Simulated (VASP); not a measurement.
Write the native input for VASP 6.6.1 that does the following.

| Item | Value |
| --- | --- |
| Task | single point |
| Functional | PBE |
| Potentials or basis | VASP PAW PBE potentials, release 64 (Ga_d, Sb) |
| Cutoff | 520 eV |
| k mesh | 12 × 12 × 12 |
| Occupations | gaussian, width 0.1 eV |
| Spin | no spin polarisation |
| Dipole correction | no |
| Further INCAR settings | ALGO = Normal; EDIFF = 1e-06; NBANDS = 16 |

The structure of GaSb lies in POSCAR:

```
GaSb
1.0
    0.0000000000      3.0850750950      3.0850750950
    3.0850750950      0.0000000000      3.0850750950
    3.0850750950      3.0850750950      0.0000000000
Ga Sb
1 1
Direct
    0.0000000000      0.0000000000      0.0000000000
    0.7500000000      0.7500000000      0.7500000000
```

One way to write it, as run:

INCAR

```
SYSTEM = GaSb
PREC = Accurate ; ENCUT = 520
EDIFF = 1E-6 ; ISMEAR = 0
SIGMA = 0.1 ; LREAL = .FALSE.
LASPH = .TRUE. ; NELM = 80
ALGO = Normal ; ISIF = 2
LWAVE = .FALSE. ; LCHARG = .FALSE.
GGA = PE ; NBANDS = 16
```

KPOINTS

```
Automatic mesh
0
G
  12 12 12
  0 0 0
```

Potentials or basis: VASP PAW PBE potentials, release 64 (Ga_d, Sb).

The run is started by

```bash
$ cat potpaw_PBE.64/Ga_d/POTCAR potpaw_PBE.64/Sb/POTCAR > POTCAR
$ mpirun -np 1 vasp_std > vasp.out
```

It gave:

```yaml
Pressure: 1.1 GPa
Band_gap_on_the_k_mesh: zero (filled and empty bands touch)
```

Caveat: spin-orbit coupling is left out, which moves the levels of the heavy elements.

Wall time 40 s on 1 thread of Intel Xeon 6975P-C (shared host), peak memory 0.22 GiB.
